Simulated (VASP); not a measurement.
# ZnCu2 (Cu (100), 3 layers) in VASP: notebook

Runs on ZnCu2 (Cu (100), 3 layers). Level: LDA. Tasks: single point.

Program: VASP 6.6.1. These are calculated values, not measurements. Logs are shortened: lines on timing, memory, paths and dates and some standing lists are left out, and cuts for length are marked.

**1. The cell of the first run**

The cell holds a slab with vacuum, 3 atoms: a = 2.487 Å, b = 2.487 Å, c = 19.518 Å, α = 90.00°, β = 90.00°, γ = 90.00°.

**2. Single point, LDA**

The input, INCAR:

```
SYSTEM = ZnCu2
ALGO     = Normal         ! electronic algorithm
DIPOL    = 0.5 0.5 0.500
EDIFF    = 1E-6           ! SCF threshold, eV
ENCUT    = 520            ! plane-wave cutoff, eV
GGA      = CA             ! functional
IDIPOL   = 3            
ISIF     = 2              ! what is computed and relaxed
ISMEAR   = -1             ! smearing method
LASPH    = .TRUE.         ! aspherical terms in the spheres
LCHARG   = .TRUE.         ! write CHGCAR
LDIPOL   = .TRUE.       
LELF     = .TRUE.         ! ELF
LREAL    = .FALSE.        ! projectors in reciprocal space
LVACPOTAV= .TRUE.       
LVHAR    = .TRUE.       
LWAVE    = .FALSE.        ! write WAVECAR
NBANDS   = 24             ! bands
NELM     = 60             ! most SCF steps
PREC     = Accurate       ! precision mode
SIGMA    = 0.08           ! smearing width, eV
```

The input, KPOINTS:

```
k-points
0
G
  15 15 1
  0 0 0
```

The input, POSCAR:

```
ZnCu2
1.0
    2.4874897871      0.0000000000      0.0000000000
    0.0000000000      2.4874897871      0.0000000000
    0.0000000000      0.0000000000     19.5178000000
Zn Cu
1 2
Direct
    0.0000000000      0.0000000000      0.4122684683
    0.5000000000      0.5000000000      0.4999998093
    0.0000000000      0.0000000000      0.5877317224
```

Potentials or basis: VASP PAW LDA potentials, release 64 (Zn, Cu).

The run is started by

```sh
cat potpaw_LDA.64/Zn/POTCAR potpaw_LDA.64/Cu/POTCAR > POTCAR
mpirun -np 1 vasp_std > vasp.out
```

OUTCAR:

```text
SYSTEM = ZnCu2
   EDIFF = 1E-6
   ENCUT = 520
   GGA = CA
   ISIF = 2
   ISMEAR = -1
   LASPH = .TRUE.
   LREAL = .FALSE.
   NELM = 60
   PREC = Accurate

 ion  position               nearest neighbor table
   1  0.000  0.000  0.412-   2 2.45   2 2.45   2 2.45   2 2.45
   2  0.500  0.500  0.500-   1 2.45   1 2.45   1 2.45   1 2.45   3 2.45   3 2.45   3 2.45   3 2.45

   3  0.000  0.000  0.588-   2 2.45   2 2.45   2 2.45   2 2.45

  LATTYP: Found a simple tetragonal cell.
 ALAT       =     2.4874897871
 C/A-ratio  =     7.8463839736

  Lattice vectors:

 A1 = (   2.4874897871,   0.0000000000,   0.0000000000)
 A2 = (   0.0000000000,   2.4874897871,   0.0000000000)
 A3 = (   0.0000000000,   0.0000000000,  19.5178000000)

Analysis of symmetry for initial positions (statically):
=====================================================================
 Subroutine PRICEL returns:
 Original cell was already a primitive cell.

 Routine SETGRP: Setting up the symmetry group for a
 simple tetragonal supercell.

 Subroutine GETGRP returns: Found  8 space group operations
 (whereof  8 operations were pure point group operations)
 out of a pool of 16 trial point group operations.

The static configuration has the point symmetry C_4v.

Analysis of symmetry for dynamics (positions and initial velocities):
=====================================================================
 Subroutine PRICEL returns:
 Original cell was already a primitive cell.

 Routine SETGRP: Setting up the symmetry group for a
 simple tetragonal supercell.

 Subroutine GETGRP returns: Found  8 space group operations
 (whereof  8 operations were pure point group operations)
 out of a pool of 16 trial point group operations.

The dynamic configuration has the point symmetry C_4v.

 Subroutine INISYM returns: Found  8 space group operations
 (whereof  8 operations are pure point group operations),
 and found     1 'primitive' translations

----------------------------------------------------------------------------------------

                                     Primitive cell

  volume of cell :     120.7684

  direct lattice vectors                    reciprocal lattice vectors
     2.487489787  0.000000000  0.000000000     0.402011701  0.000000000  0.000000000
     0.000000000  2.487489787  0.000000000     0.000000000  0.402011701  0.000000000
     0.000000000  0.000000000 19.517800000     0.000000000  0.000000000  0.051235283

  length of vectors
     2.487489787  2.487489787 19.517800000     0.402011701  0.402011701  0.051235283

  position of ions in fractional coordinates (direct lattice)
     0.000000000  0.000000000  0.412268468
     0.500000000  0.500000000  0.499999809
     0.000000000  0.000000000  0.587731722

  ion indices of the primitive-cell ions
   primitive index   ion index
                 1           1
                 2           2
                 3           3

----------------------------------------------------------------------------------------

 KPOINTS: k-points

Automatic generation of k-mesh.
 Grid dimensions read from file:
 generate k-points for:   15   15    1

 Generating k-lattice:

  Cartesian coordinates                     Fractional coordinates (reciprocal lattice)
     0.026800780  0.000000000  0.000000000     0.066666667  0.000000000  0.000000000
     0.000000000  0.026800780  0.000000000     0.000000000  0.066666667  0.000000000
     0.000000000  0.000000000  0.051235283     0.000000000  0.000000000  1.000000000

  Length of vectors
     0.026800780  0.026800780  0.051235283

  Shift w.r.t. Gamma in fractional coordinates (k-lattice)
     0.000000000  0.000000000  0.000000000

 Subroutine IBZKPT returns following result:
 ===========================================

 Found     36 irreducible k-points:

 Following reciprocal coordinates:
            Coordinates               Weight
  0.000000  0.000000  0.000000      1.000000
  0.066667  0.000000  0.000000      4.000000
  0.133333  0.000000  0.000000      4.000000
  0.200000  0.000000  0.000000      4.000000
  0.266667  0.000000  0.000000      4.000000
  0.333333  0.000000  0.000000      4.000000
[... 16 lines left out ...]
  0.266667  0.200000  0.000000      8.000000
  0.333333  0.200000  0.000000      8.000000
 [... further k-points ...]
   k-points           NKPTS =     36   k-points in BZ     NKDIM =     36   number of bands    NBANDS=     24
   number of dos      NEDOS =    301   number of ions     NIONS =      3
   total plane-waves  NPLWV =  60000
   dimension x,y,z NGX =    20 NGY =   20 NGZ =  150
   dimension x,y,z NGXF=    40 NGYF=   40 NGZF=  300
   ions per type =               1   2
   NGX,Y,Z   is equivalent  to a cutoff of  13.37, 13.37, 12.78 a.u.
   NGXF,Y,Z  is equivalent  to a cutoff of  26.73, 26.73, 25.55 a.u.
 SYSTEM =  ZnCu2
   PREC   = accura    normal or accurate (medium, high low for compatibility)
   ISTART =      0    job   : 0-new  1-cont  2-samecut
   ICHARG =      2    charge: 1-file 2-atom 10-const
   ISPIN  =      1    spin polarized calculation?
   LNONCOLLINEAR =      F non collinear calculations
   LSORBIT =      F    spin-orbit coupling
   LASPH  =      T    aspherical Exc in radial PAW
   ENCUT  =  520.0 eV  38.22 Ry    6.18 a.u.   4.63  4.63 36.29*2*pi/ulx,y,z
   NELM   =     60;   NELMIN=  2; NELMDL= -5     # of ELM steps
   EDIFF  = 0.1E-05   stopping-criterion for ELM
   LREAL  =      F    real-space projection
   EDIFFG = 0.1E-04   stopping-criterion for IOM
   NSW    =      0    number of steps for IOM
   IBRION =     -1    ionic relax: 0-MD 1-quasi-New 2-CG
   NFREE  =      0    steps in history (QN), initial steepest desc. (CG)
   ISIF   =      2    stress and relaxation
   ISYM   =      2    0-nonsym 1-usesym 2-fastsym
   POTIM  = 0.5000    time-step for ionic-motion
   TEBEG  =    0.0;   TEEND  =   0.0 temperature during run
   PSTRESS=    0.0 pullay stress
   NELECT =      34.0000    total number of electrons
   NUPDOWN=      -1.0000    fix difference up-down
   EMIN   =  10.00;   EMAX   =-10.00  energy-range for DOS
   EFERMI =   0.00;   METHOD = LEGACY
   ISMEAR =    -1;   SIGMA  =   0.08  broadening in eV -4-tet -1-fermi 0-gaus
   EFERMI_NEDOS =   21; number of points for ismear=-14 and -15
   IALGO  =     38    algorithm
   IMIX   =      4    mixing-type and parameters
     AMIX     =   0.40;   BMIX     =  1.00
     AMIX_MAG =   1.60;   BMIX_MAG =  1.00
  volume/ion in A,a.u.               =      40.26       271.66
  Fermi-wavevector in a.u.,A,eV,Ry     =   1.072959  2.027599 15.663598  1.151242
  Thomas-Fermi vector in A             =   2.208745
   LORBIT       =      0    0 simple, 1 ext, 2 COOP (PROOUT), +10 PAW based schemes
   GGA     = CA    functional components
   LHFCALC =     F    Hartree Fock is set to
   AEXX    =    0.0000 exact exchange contribution
   IVDW    =     0    specifies the selected vdW correction
   LEPSILON=     F    determine dielectric tensor
   LRPA    =     F    only Hartree local field effects (RPA)
 non-spin polarized calculation
  energy-cutoff  :      520.00
  volume of cell :      120.77
 maximum number of plane-waves:      3319
 NGX is ok and might be reduce to    20
   NGX =  9   NGY =  9   NGZ = 73

 dipolmoment           0.000000      0.000000     -0.000001 electrons x Angstroem

 number of electron      34.0000036 magnetization

 dipolmoment           0.000000      0.000000      0.008226 electrons x Angstroem

 Free energy of the ion-electron system (eV)
  ---------------------------------------------------
  ext. energy  EPLUGINS =         0.00000000
  ---------------------------------------------------
  free energy    TOTEN  =       -10.11129902 eV

  energy without entropy =      -10.09529900  energy(sigma->0) =      -10.10329901

 E-fermi :  -1.3770     XC(G=0):  -4.7644

 val. band max:       -1.4579952253   @ k =   0.2667   0.0667   0.0000
 cond. band min:      -1.2237637736   @ k =   0.2000   0.2000   0.0000
 fundamental gap:      0.2342314518
 Fermi energy:        -1.3770196858

 k-point     1 :       0.0000    0.0000    0.0000
  band No.  band energies     occupation
      1     -11.6798      2.00000
      2     -10.0411      2.00000
      3      -9.9722      2.00000
      4      -8.7911      2.00000
      5      -8.7911      2.00000
      6      -8.4985      2.00000
[... 16 lines left out ...]
     23       5.5935      0.00000
     24       6.3458      0.00000

 k-point     2 :       0.0667    0.0000    0.0000
  band No.  band energies     occupation
      1     -11.5716      2.00000
      2     -10.0176      2.00000
      3      -9.9193      2.00000
      4      -8.8268      2.00000
      5      -8.7882      2.00000
      6      -8.5201      2.00000
[... 16 lines left out ...]
     23       5.7059      0.00000
     24       6.4422      0.00000

 k-point     3 :       0.1333    0.0000    0.0000
  band No.  band energies     occupation
      1     -11.2582      2.00000
      2      -9.9627      2.00000
      3      -9.7600      2.00000
      4      -8.9165      2.00000
      5      -8.7801      2.00000
      6      -8.5804      2.00000
[... 16 lines left out ...]
     23       6.0424      0.00000
     24       6.7269      0.00000

 k-point     4 :       0.2000    0.0000    0.0000
  band No.  band energies     occupation
      1     -10.7892      2.00000
      2      -9.8768      2.00000
      3      -9.5294      2.00000
      4      -9.0054      2.00000
      5      -8.7696      2.00000
      6      -8.6667      2.00000
[... 16 lines left out ...]
     23       5.9537      0.00000
     24       6.6013      0.00000

 k-point     5 :       0.2667    0.0000    0.0000
  band No.  band energies     occupation
      1     -10.3184      2.00000
      2      -9.7645      2.00000
      3      -9.2869      2.00000
      4      -8.9289      2.00000
      5      -8.7819      2.00000
      6      -8.7394      2.00000
[... 451 lines left out ...]
 k-point    22 :       0.2000    0.2000    0.0000
  band No.  band energies     occupation
      1     -10.0298      2.00000
      2      -9.5658      2.00000
      3      -9.3994      2.00000
      4      -9.0278      2.00000
      5      -8.9683      2.00000
      6      -8.6633      2.00000
[... 16 lines left out ...]
     23       6.1712      0.00000
     24       7.6002      0.00000

 k-point    23 :       0.2667    0.2000    0.0000
  band No.  band energies     occupation
      1      -9.7599      2.00000
      2      -9.4655      2.00000
      3      -9.2678      2.00000
      4      -9.1042      2.00000
      5      -9.0053      2.00000
      6      -8.3268      2.00000
[... 16 lines left out ...]
     23       6.5149      0.00000
     24       7.4833      0.00000

 k-point    24 :       0.3333    0.2000    0.0000
  band No.  band energies     occupation
      1      -9.6734      2.00000
      2      -9.4511      2.00000
      3      -9.2297      2.00000
      4      -9.1245      2.00000
      5      -8.9592      2.00000
      6      -7.6431      2.00000
[... 16 lines left out ...]
     23       7.2584      0.00000
     24       7.4724      0.00000

 [... further k-points ...]
[... 5 lines left out ...]
  --------------------------------------------------------------------------------------
  -------------------------------------------------------------------------------------
  Total        0.4288821      0.4288821      1.2030413      0.0000000      0.0000000      0.0000000
  in kB        5.6897739      5.6897739     15.9601746      0.0000000      0.0000000      0.0000000
  external PRESSURE =       9.1132408 kB  Pullay stress =       0.0000000 kB

 VOLUME and BASIS-vectors are now :
 -----------------------------------------------------------------------------
  energy-cutoff  :      520.00
  volume of cell :      120.77
      direct lattice vectors                 reciprocal lattice vectors
     2.487489787  0.000000000  0.000000000     0.402011701  0.000000000  0.000000000
     0.000000000  2.487489787  0.000000000     0.000000000  0.402011701  0.000000000
     0.000000000  0.000000000 19.517800000     0.000000000  0.000000000  0.051235283

 POSITION                                       TOTAL-FORCE (eV/Angst)
 -----------------------------------------------------------------------------------
      0.00000      0.00000      8.04657        -0.000000     -0.000000     -0.648766
      1.24374      1.24374      9.75890        -0.000000      0.000000      0.585296
      0.00000      0.00000     11.47123         0.000000     -0.000000      0.063470
 -----------------------------------------------------------------------------------
    total drift:                               -0.000000      0.000000      0.000519

  FREE ENERGIE OF THE ION-ELECTRON SYSTEM (eV)
  ---------------------------------------------------
  free  energy   TOTEN  =       -10.1112990220 eV

  energy  without entropy=      -10.0952990031  energy(sigma->0) =      -10.10329901

 vacuum level on the upper side and lower side of the slab         3.497         3.256
```

It took 63 s on 1 thread of Intel Xeon 6975P-C (Granite Rapids), shared host; peak memory 0.25 GiB.

Results:

```
Free energy            : -10.1113 eV
Largest force          : 0.649 eV/Å
Band gap on the k mesh : zero (band 17 reaches 0.91 eV, above the bottom of band 18 at -3.04 eV)
```

Forces on the atoms (eV/Å):
```
Zn   0.000  0.000 -0.649
Cu   0.000  0.000  0.585
Cu   0.000  0.000  0.063
```

**3. Single point, LDA**

The input, INCAR:

```
PREC     = Accurate       # precision mode
ENCUT    = 520            # plane-wave cutoff, eV
EDIFF    = 1E-7           # SCF threshold, eV
ISMEAR   = -1             # smearing method
SIGMA    = 0.08           # smearing width, eV
LREAL    = False          # projectors in reciprocal space
LASPH    = True           # aspherical terms in the spheres
NELM     = 60             # most SCF steps
ALGO     = Normal         # electronic algorithm
ISIF     = 2              # what is computed and relaxed
LWAVE    = False          # write WAVECAR
LCHARG   = False          # write CHGCAR
LDIPOL   = True         
IDIPOL   = 3            
DIPOL    = 0.5 0.5 0.500
NBANDS   = 24             # bands
```

The input, KPOINTS:

```
regular mesh
0
Gamma
  15 15 1
```

POSCAR is that of step 2.

Potentials or basis: VASP PAW LDA potentials, release 64 (Zn, Cu).

The run is started by

```sh
cat potpaw_LDA.64/Zn/POTCAR potpaw_LDA.64/Cu/POTCAR > POTCAR
mpirun -np 1 vasp_std > vasp.out
```

It took 71 s on 1 thread of Intel Xeon 6975P-C (Granite Rapids), shared host; peak memory 0.25 GiB.

It converged, with:

```yaml
Free_energy: -10.1113 eV
Largest_force: 0.649 eV/Å
Band_gap_on_the_k_mesh: zero (band 17 reaches 0.91 eV, above the bottom of band 18 at -3.04 eV)
```

Forces on the atoms (eV/Å):
```
Zn   0.000  0.000 -0.649
Cu   0.000  0.000  0.585
Cu   0.000  0.000  0.063
```

Levels at points of the mesh, in eV from the Fermi level:
| k point | band 14 | band 15 | band 16 | band 17 | band 18 | band 19 | band 20 | band 21 |
| --- | --- | --- | --- | --- | --- | --- | --- | --- |
| (0.00, 0.00, 0.00) | -2.59 | -1.88 | -1.87 | -1.87 | -1.64 | 0.42 | 4.14 | 4.86 |
